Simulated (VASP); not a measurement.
# HfN (F-43m) in VASP: further runs

The runs below take HfN through relaxation of cell and atoms, with r2SCAN.

All numbers are computed with VASP 6.6.1; they aren't measurements. Logs are shortened: lines on timing, memory, paths and dates and some standing lists are left out, and cuts for length are marked.

## 1. The cell of the first run

The structure is cubic, space group F-43m (No. 216). Conventional cell: a = 4.910 Å, b = 4.910 Å, c = 4.910 Å, α = 90.00°, β = 90.00°, γ = 90.00°. Hf (site symmetry -43m) has 4 N at 2.13 Å within 2.8 Å. N (site symmetry -43m) has 4 Hf at 2.13 Å within 2.8 Å.

## 2. Relaxation of cell and atoms, r2SCAN, target pressure 4 GPa, at which the enthalpy is minimised

POSCAR reads:

```
HfN
1.0
    0.0000000000      2.4548220000      2.4548220000
    2.4548220000      0.0000000000      2.4548220000
    2.4548220000      2.4548220000      0.0000000000
Hf N
1 1
Direct
    0.0000000000      0.0000000000      0.0000000000
    0.2500000000      0.2500000000      0.2500000000
```

INCAR.step1 reads:

```
SYSTEM = HfN
ALGO     = Normal         ! electronic algorithm
EDIFF    = 1E-5           ! SCF threshold, eV
EDIFFG   = -0.005         ! ionic threshold
ENCUT    = 660            ! plane-wave cutoff, eV
GGA      = PE             ! functional
GGA_COMPAT= .False.      
IBRION   = 2              ! ionic algorithm
ISIF     = 3              ! what is computed and relaxed
ISMEAR   = -1             ! smearing method
LASPH    = .True.         ! aspherical terms in the spheres
LCHARG   = .False.        ! write CHGCAR
LREAL    = .False.        ! projectors in reciprocal space
LWAVE    = .True.         ! write WAVECAR
NELM     = 120            ! most SCF steps
NELMIN   = 4            
NSW      = 100            ! ionic steps
PREC     = Accurate       ! precision mode
SIGMA    = 0.15           ! smearing width, eV
```

INCAR.step2 reads:

```
SYSTEM = HfN
ALGO     = Normal         ! electronic algorithm
EDIFF    = 1E-7           ! SCF threshold, eV
EDIFFG   = -0.01          ! ionic threshold
ENCUT    = 660            ! plane-wave cutoff, eV
GGA_COMPAT= .False.      
IBRION   = 2              ! ionic algorithm
ISIF     = 3              ! what is computed and relaxed
ISMEAR   = -1             ! smearing method
ISTART   = 1            
LASPH    = .True.         ! aspherical terms in the spheres
LCHARG   = .False.        ! write CHGCAR
LMIXTAU  = .True.       
LREAL    = .False.        ! projectors in reciprocal space
LWAVE    = .False.        ! write WAVECAR
METAGGA  = R2SCAN         ! meta-GGA
NELM     = 120            ! most SCF steps
NELMIN   = 4            
NSW      = 80             ! ionic steps
PREC     = Accurate       ! precision mode
PSTRESS  = 40.0         
SIGMA    = 0.15           ! smearing width, eV
```

KPOINTS reads:

```
k-points
0
Gamma
  11 11 11
  0 0 0
```

Potentials or basis: VASP PAW PBE potentials, release 64 (Hf_pv, N).

On the command line:

```sh
$ cat potpaw_PBE.64/Hf_pv/POTCAR potpaw_PBE.64/N/POTCAR > POTCAR
$ cp INCAR.step1 INCAR
$ mpirun -np 1 vasp_std > vasp.out
$ cp INCAR.step2 INCAR
$ mpirun -np 1 vasp_std > vasp.out
```

OUTCAR:

```text
SYSTEM = HfN
   EDIFF = 1E-7
   EDIFFG = -0.01
   ENCUT = 660
   IBRION = 2
   ISIF = 3
   ISMEAR = -1
   ISTART = 1
   LASPH = .True.
   LREAL = .False.
   METAGGA = R2SCAN
   NELM = 120
   NELMIN = 4
   NSW = 80
   PREC = Accurate
   PSTRESS = 40.0

 ion  position               nearest neighbor table
   1  0.000  0.000  0.000-   2 2.13   2 2.13   2 2.13   2 2.13
   2  0.250  0.250  0.250-   1 2.13   1 2.13   1 2.13   1 2.13

  LATTYP: Found a face centered cubic cell.
 ALAT       =     4.9096440000

  Lattice vectors:

 A1 = (   0.0000000000,   2.4548220000,   2.4548220000)
 A2 = (   2.4548220000,   0.0000000000,   2.4548220000)
 A3 = (   2.4548220000,   2.4548220000,   0.0000000000)

Analysis of symmetry for initial positions (statically):
=====================================================================
 Subroutine PRICEL returns:
 Original cell was already a primitive cell.

 Routine SETGRP: Setting up the symmetry group for a
 face centered cubic supercell.

 Subroutine GETGRP returns: Found 24 space group operations
 (whereof 24 operations were pure point group operations)
 out of a pool of 48 trial point group operations.

The static configuration has the point symmetry T_d .

Analysis of symmetry for dynamics (positions and initial velocities):
=====================================================================
 Subroutine PRICEL returns:
 Original cell was already a primitive cell.

 Routine SETGRP: Setting up the symmetry group for a
 face centered cubic supercell.

 Subroutine GETGRP returns: Found 24 space group operations
 (whereof 24 operations were pure point group operations)
 out of a pool of 48 trial point group operations.

The dynamic configuration has the point symmetry T_d .

 Subroutine INISYM returns: Found 24 space group operations
 (whereof 24 operations are pure point group operations),
 and found     1 'primitive' translations

----------------------------------------------------------------------------------------

                                     Primitive cell

  volume of cell :      29.5863

  direct lattice vectors                    reciprocal lattice vectors
     0.000000000  2.454822000  2.454822000    -0.203680756  0.203680756  0.203680756
     2.454822000  0.000000000  2.454822000     0.203680756 -0.203680756  0.203680756
     2.454822000  2.454822000  0.000000000     0.203680756  0.203680756 -0.203680756

  length of vectors
     3.471642566  3.471642566  3.471642566     0.352785417  0.352785417  0.352785417

  position of ions in fractional coordinates (direct lattice)
     0.000000000  0.000000000  0.000000000
     0.250000000  0.250000000  0.250000000

  ion indices of the primitive-cell ions
   primitive index   ion index
                 1           1
                 2           2

----------------------------------------------------------------------------------------

 KPOINTS: k-points

Automatic generation of k-mesh.
 Grid dimensions read from file:
 generate k-points for:   11   11   11

 Generating k-lattice:

  Cartesian coordinates                     Fractional coordinates (reciprocal lattice)
    -0.018516432  0.018516432  0.018516432     0.090909091  0.000000000  0.000000000
     0.018516432 -0.018516432  0.018516432     0.000000000  0.090909091  0.000000000
     0.018516432  0.018516432 -0.018516432     0.000000000  0.000000000  0.090909091

  Length of vectors
     0.032071402  0.032071402  0.032071402

  Shift w.r.t. Gamma in fractional coordinates (k-lattice)
     0.000000000  0.000000000  0.000000000

 Subroutine IBZKPT returns following result:
 ===========================================

 Found     56 irreducible k-points:

 Following reciprocal coordinates:
            Coordinates               Weight
  0.000000  0.000000  0.000000      1.000000
  0.090909  0.000000  0.000000      8.000000
  0.181818  0.000000  0.000000      8.000000
  0.272727  0.000000  0.000000      8.000000
  0.363636  0.000000  0.000000      8.000000
  0.454545  0.000000  0.000000      8.000000
[... 16 lines left out ...]
 -0.272727  0.181818  0.000000     24.000000
 -0.181818  0.181818  0.000000     12.000000
 [... further k-points ...]
   k-points           NKPTS =     56   k-points in BZ     NKDIM =     56   number of bands    NBANDS=     11
   number of dos      NEDOS =    301   number of ions     NIONS =      2
   total plane-waves  NPLWV =  27000
   dimension x,y,z NGX =    30 NGY =   30 NGZ =   30
   dimension x,y,z NGXF=    60 NGYF=   60 NGZF=   60
   ions per type =               1   1
   NGX,Y,Z   is equivalent  to a cutoff of  14.37, 14.37, 14.37 a.u.
   NGXF,Y,Z  is equivalent  to a cutoff of  28.73, 28.73, 28.73 a.u.
 SYSTEM =  HfN
   PREC   = accura    normal or accurate (medium, high low for compatibility)
   ISTART =      1    job   : 0-new  1-cont  2-samecut
   ICHARG =      0    charge: 1-file 2-atom 10-const
   ISPIN  =      1    spin polarized calculation?
   LNONCOLLINEAR =      F non collinear calculations
   LSORBIT =      F    spin-orbit coupling
   LASPH  =      T    aspherical Exc in radial PAW
   ENCUT  =  660.0 eV  48.51 Ry    6.96 a.u.   7.27  7.27  7.27*2*pi/ulx,y,z
   NELM   =    120;   NELMIN=  4; NELMDL=  0     # of ELM steps
   EDIFF  = 0.1E-06   stopping-criterion for ELM
   LREAL  =      F    real-space projection
   EDIFFG = -.1E-01   stopping-criterion for IOM
   NSW    =     80    number of steps for IOM
   IBRION =      2    ionic relax: 0-MD 1-quasi-New 2-CG
   NFREE  =      1    steps in history (QN), initial steepest desc. (CG)
   ISIF   =      3    stress and relaxation
   ISYM   =      2    0-nonsym 1-usesym 2-fastsym
   POTIM  = 0.5000    time-step for ionic-motion
   TEBEG  =    0.0;   TEEND  =   0.0 temperature during run
   PSTRESS=   40.0 pullay stress
   NELECT =      15.0000    total number of electrons
   NUPDOWN=      -1.0000    fix difference up-down
   EMIN   =  10.00;   EMAX   =-10.00  energy-range for DOS
   EFERMI =   0.00;   METHOD = LEGACY
   ISMEAR =    -1;   SIGMA  =   0.15  broadening in eV -4-tet -1-fermi 0-gaus
   EFERMI_NEDOS =   21; number of points for ismear=-14 and -15
   IALGO  =     38    algorithm
   IMIX   =      4    mixing-type and parameters
     AMIX     =   0.40;   BMIX     =  1.00
     AMIX_MAG =   1.60;   BMIX_MAG =  1.00
  volume/ion in A,a.u.               =      14.79        99.83
  Fermi-wavevector in a.u.,A,eV,Ry     =   1.305395  2.466839 23.185087  1.704056
  Thomas-Fermi vector in A             =   2.436267
   LORBIT       =      0    0 simple, 1 ext, 2 COOP (PROOUT), +10 PAW based schemes
   METAGGA = R2SCAN    functional components
   LHFCALC =     F    Hartree Fock is set to
   AEXX    =    0.0000 exact exchange contribution
   IVDW    =     0    specifies the selected vdW correction
   LEPSILON=     F    determine dielectric tensor
   LRPA    =     F    only Hartree local field effects (RPA)
 conjugate gradient relaxation of ions
 non-spin polarized calculation
  energy-cutoff  :      660.00
  volume of cell :       29.59
 maximum number of plane-waves:      1159
 NGX is ok and might be reduce to    30
   NGX = 15   NGY = 15   NGZ = 15

--------------------------------------- Ionic step        1  -------------------------------------------

 number of electron      14.9999999 magnetization

 Free energy of the ion-electron system (eV)
  ---------------------------------------------------
  ext. energy  EPLUGINS =         0.00000000
  ---------------------------------------------------
  free energy    TOTEN  =       -57.73343573 eV

  energy without entropy =      -57.68956583  energy(sigma->0) =      -57.71150078

------------------------ aborting loop because EDIFF is reached ----------------------------------------

  FORCE on cell =-STRESS in cart. coord.  units (eV):
  Direction    XX          YY          ZZ          XY          YZ          ZX
  --------------------------------------------------------------------------------------
  -------------------------------------------------------------------------------------
  Total       -0.6204499     -0.6204499     -0.6204499     -0.0000000     -0.0000000      0.0000000
  in kB      -33.5990717    -33.5990717    -33.5990717     -0.0000000     -0.0000000      0.0000000
  external PRESSURE =     -73.5990717 kB  Pullay stress =      40.0000000 kB
[... 99 lines left out ...]
  enthalpy is  TOTEN    =       -57.0187581444 eV   P V=        0.7138500035

--------------------------------------- Ionic step        4  -------------------------------------------

 number of electron      15.0000001 magnetization

 Free energy of the ion-electron system (eV)
  ---------------------------------------------------
  ext. energy  EPLUGINS =         0.00000000
  ---------------------------------------------------
  free energy    TOTEN  =       -57.73210829 eV

  energy without entropy =      -57.68967047  energy(sigma->0) =      -57.71088938

 E-fermi :   6.0789     XC(G=0): -12.1298

 val. band max:        6.0644359405   @ k =   0.0909   0.0909   0.0000
 cond. band min:       6.2620588231   @ k =  -0.2727   0.2727   0.0909
 fundamental gap:      0.1976228827
 Fermi energy:         6.0789400683

 k-point     1 :       0.0000    0.0000    0.0000
  band No.  band energies     occupation
      1     -26.1710      2.00000
      2     -26.1710      2.00000
      3     -26.1710      2.00000
      4     -11.3687      2.00000
      5       0.0703      2.00000
      6       0.0703      2.00000
      7       0.0703      2.00000
      8       5.4556      1.96913
      9       8.5984      0.00000
     10       8.5984      0.00000
     11      13.1998      0.00000
[... 309 lines left out ...]
 k-point    24 :      -0.1818    0.1818    0.0000
  band No.  band energies     occupation
      1     -26.4936      2.00000
      2     -26.2936      2.00000
      3     -26.2099      2.00000
      4     -10.5446      2.00000
      5      -0.5500      2.00000
      6       0.5562      2.00000
      7       0.5800      2.00000
      8       7.4446      0.00022
      9       7.9896      0.00001
     10       8.7716      0.00000
     11      11.9241      0.00000

 [... further k-points ...]

------------------------ aborting loop because EDIFF is reached ----------------------------------------

  FORCE on cell =-STRESS in cart. coord.  units (eV):
  Direction    XX          YY          ZZ          XY          YZ          ZX
  --------------------------------------------------------------------------------------
  -------------------------------------------------------------------------------------
  Total        0.7108197      0.7108197      0.7108197      0.0000000     -0.0000000      0.0000000
  in kB       39.8587472     39.8587472     39.8587472      0.0000000     -0.0000000      0.0000000
  external PRESSURE =      -0.1412528 kB  Pullay stress =      40.0000000 kB
[... 17 lines left out ...]
  FREE ENERGIE OF THE ION-ELECTRON SYSTEM (eV)
  ---------------------------------------------------
  free  energy   TOTEN  =       -57.7321082870 eV

  energy  without entropy=      -57.6896704712  energy(sigma->0) =      -57.71088938

  enthalpy is  TOTEN    =       -57.0187695467 eV   P V=        0.7133387403

 reached required accuracy - stopping structural energy minimisation
```

Wall time 4.8 min (1 thread of Intel Xeon Platinum 8488C (Sapphire Rapids), shared host); peak memory 0.2 GiB.

Results:

```yaml
Free_energy: -57.7321 eV
Relaxed_volume: 14.29 Å³/atom
Relaxed_cell: a = 3.432 Å, b = 3.432 Å, c = 3.432 Å, α = 60.00°, β = 60.00°, γ = 60.00°
Space_group_after_relaxing_to_0.1_Å: F-43m (No. 216)
Energy_change_on_relaxing_the_run_minimises_the_enthalpy: +0.7 meV/atom
Ionic_steps: 4
Pressure_after_relaxing: 4.0 GPa
Band_gap_on_the_k_mesh: zero (an odd number of electrons rules out a gap without spin polarisation)
```

Step by step:
```csv
step,energy change (eV),largest force (eV/Å),pressure (GPa),volume (Å³)
1,0.0000,0.0000,-3.36,29.59
2,0.1354,0.0000,20.71,26.77
3,0.0008,0.0000,3.83,28.59
4,0.0013,0.0000,3.99,28.57
```

Final structure:
```
Hf N
1.0
     0.00000    2.42645    2.42645
     2.42645    0.00000    2.42645
     2.42645    2.42645    0.00000
Hf N
1 1
Cartesian
  2.4265 2.4265 4.8529
  1.2132 1.2132 1.2132
```

Caveat: the cell is relaxed towards a set pressure, so the run minimises the enthalpy, not the energy; the PAW data sets were made with another functional, which shifts forces and pressure a little; spin-orbit coupling is left out, which moves the levels of the heavy elements.

## 3. Relaxation of cell and atoms, r2SCAN, target pressure 6 GPa, at which the enthalpy is minimised

POSCAR is that of step 2.

INCAR.step1 reads:

```
PREC = Accurate ; ENCUT = 660
ISMEAR = -1 ; SIGMA = 0.15
LREAL = F ; LASPH = T
NELM = 120 ; GGA = PE
ALGO = Normal ; EDIFF = 1E-5
LWAVE = T ; LCHARG = F
GGA_COMPAT = F ; IBRION = 2
ISIF = 3 ; EDIFFG = -0.005
NELMIN = 4 ; NSW = 100
```

INCAR.step2 reads:

```
PREC = Accurate ; ENCUT = 660
EDIFF = 1E-7 ; ISMEAR = -1
SIGMA = 0.15 ; LREAL = F
LASPH = T ; NELM = 120
ALGO = Normal ; ISIF = 3
LWAVE = F ; LCHARG = F
METAGGA = R2SCAN ; LMIXTAU = T
IBRION = 2 ; NSW = 80
EDIFFG = -0.01 ; PSTRESS = 60.0
ISTART = 1 ; GGA_COMPAT = F
NELMIN = 4
```

KPOINTS reads:

```
Automatic mesh
0
Gamma
  11 11 11
```

Potentials or basis: VASP PAW PBE potentials, release 64 (Hf_pv, N).

On the command line:

```sh
$ cat potpaw_PBE.64/Hf_pv/POTCAR potpaw_PBE.64/N/POTCAR > POTCAR
$ cp INCAR.step1 INCAR
$ mpirun -np 1 vasp_std > vasp.out
$ cp INCAR.step2 INCAR
$ mpirun -np 1 vasp_std > vasp.out
```

It took 4.6 min on 1 thread of Intel Xeon Platinum 8488C (Sapphire Rapids), shared host; peak memory 0.2 GiB.

It converged, with:

```
Free energy                                                : -57.7245 eV
Relaxed volume                                             : 14.16 Å³/atom
Relaxed cell                                               : a = 3.422 Å, b = 3.422 Å, c = 3.422 Å, α = 60.00°, β = 60.00°, γ = 60.00°
Space group after relaxing (to 0.1 Å)                      : F-43m (No. 216)
Energy change on relaxing (the run minimises the enthalpy) : +4.5 meV/atom
Ionic steps                                                : 4
Pressure after relaxing                                    : 6.0 GPa
Band gap on the k mesh                                     : zero (an odd number of electrons rules out a gap without spin polarisation)
```

Step by step:
```tsv
step	energy change (eV)	largest force (eV/Å)	pressure (GPa)	volume (Å³)
1	0.0000	0.0000	-3.36	29.59
2	0.2492	0.0000	29.23	26.04
3	0.0078	0.0000	5.72	28.36
4	0.0090	0.0000	5.97	28.33
```

Final structure:
```yaml
crystal:
  lattice:
    - [0.00000, 2.41947, 2.41947]
    - [2.41947, 0.00000, 2.41947]
    - [2.41947, 2.41947, 0.00000]
  atoms:
    - { symbol: Hf, position: [0.00000, 0.00000, 0.00000] }
    - { symbol: N, position: [0.25000, 0.25000, 0.25000] }
```

Levels at points of the mesh, in eV from the Fermi level:
```csv
k point,band 4,band 5,band 6,band 7,band 8,band 9,band 10,band 11
"(0.00, 0.00, 0.00)",-17.49,-6.05,-6.05,-6.05,-0.60,2.54,2.54,7.18
```

Caveat: the cell is relaxed towards a set pressure, so the run minimises the enthalpy, not the energy; the PAW data sets were made with another functional, which shifts forces and pressure a little; spin-orbit coupling is left out, which moves the levels of the heavy elements.
